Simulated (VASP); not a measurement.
Sb2N:

```
Sb N
1.0
     4.67162    0.00000    0.00000
     0.00000    4.67162    0.00000
     0.00000    0.00000    3.25180
Sb N
2 1
Direct
  0.50000 0.50000 0.50000
  0.00000 0.00000 0.00000
  0.00000 0.00000 0.50000
```

```yaml
Program: VASP 6.6.1
Task: relaxation of cell and atoms
Functional: PBE
Potentials_or_basis: VASP PAW PBE potentials, release 64 (Sb, N)
Cutoff: 600 eV
k_mesh: 4 × 4 × 6
Occupations: gaussian, width 0.1 eV
Spin: no spin polarisation
```

At the start: pressure 40.3 GPa; volume 23.66 Å³/atom.

Question: Where does the relaxation end?

Answer: Over 17 steps the energy falls by 2445.4 meV/atom and the volume is 18.93 Å³/atom (-20.0 %); space group P4/mmm (No. 123, to 0.05 Å).

The path:
```
step  energy change (eV)  largest force (eV/Å)  pressure (GPa)  volume (Å³)
   1              0.0000                0.0000           40.26        70.97
   2             -0.8075                0.0000          -13.24       135.17
   3             -4.7167                0.0000           -7.50        96.50
   4             -4.7588                0.0000           -6.46        94.86
   5             -4.7769                0.0000           -5.25        93.08
   6             -5.4271                0.0000           -5.60        82.70
   7             -6.3271                0.0000           -4.34        70.09
   8             -6.5880                0.0000           28.80        47.29
   9             -7.0476                0.0000            1.91        59.39
  10             -7.0785                0.0000            9.64        54.23
  11             -7.1025                0.0000            6.61        55.87
  12             -7.3225                0.0000            2.16        55.52
  13             -7.3282                0.0000            2.26        55.61
  14             -7.3282                0.0000            2.23        55.59
  15             -7.3316                0.0000           -1.03        57.54
  16             -7.3356                0.0000            0.29        56.69
  17             -7.3363                0.0000            0.00        56.80
```

Final structure:
```yaml
crystal:
  lattice:
    - [3.41500, 0.00000, 0.00000]
    - [0.00000, 3.41500, 0.00000]
    - [0.00000, 0.00000, 4.87035]
  atoms:
    - { symbol: Sb, position: [0.50000, 0.50000, 0.50000] }
    - { symbol: Sb, position: [0.00000, 0.00000, 0.00000] }
    - { symbol: N, position: [0.00000, 0.00000, 0.50000] }
```

Caveat: the volume moved by over 15 % at a fixed basis, so the end points are rough.
